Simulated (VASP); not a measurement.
MgO (Periclase), 2 atoms in the cell. It takes space group Fm-3m (No. 225, cubic). The conventional cell has a = 4.204 Å, b = 4.204 Å, c = 4.204 Å, α = 90.00°, β = 90.00°, γ = 90.00°. Within 2.8 Å of Mg (site symmetry m-3m) lie 6 O at 2.10 Å. Within 2.8 Å of O (site symmetry m-3m) lie 6 Mg at 2.10 Å. 

```yaml
Program: VASP 6.6.1
Task: single point
Functional: PBE
Potentials_or_basis: VASP PAW PBE potentials, release 64 (Mg, O)
Cutoff: 520 eV
k_mesh: 10 × 10 × 10
Occupations: fermi-dirac, width 0.02 eV
Spin: no spin polarisation
Dipole_correction: no
Further_INCAR_settings: ALGO = Normal; EDIFF = 1e-06; NBANDS = 11
```

Potentials or basis: VASP PAW PBE potentials, release 64 (Mg, O).

Command:

```bash
$ cat potpaw_PBE.64/Mg/POTCAR potpaw_PBE.64/O/POTCAR > POTCAR
$ mpirun -np 1 vasp_std > vasp.out
```

Hardware: 1 thread of Intel(R) Xeon(R) Platinum 8259CL CPU @ 2.50GHz (Skylake/Cascade Lake), on a shared host.

Task: How long does it take, and how much memory?

Result: Run time: 6.8 s on 1 thread of Intel(R) Xeon(R) Platinum 8259CL CPU @ 2.50GHz (Skylake/Cascade Lake) (shared host), peak memory 0.14 GiB. Counts: scf iterations 12, k points 47.
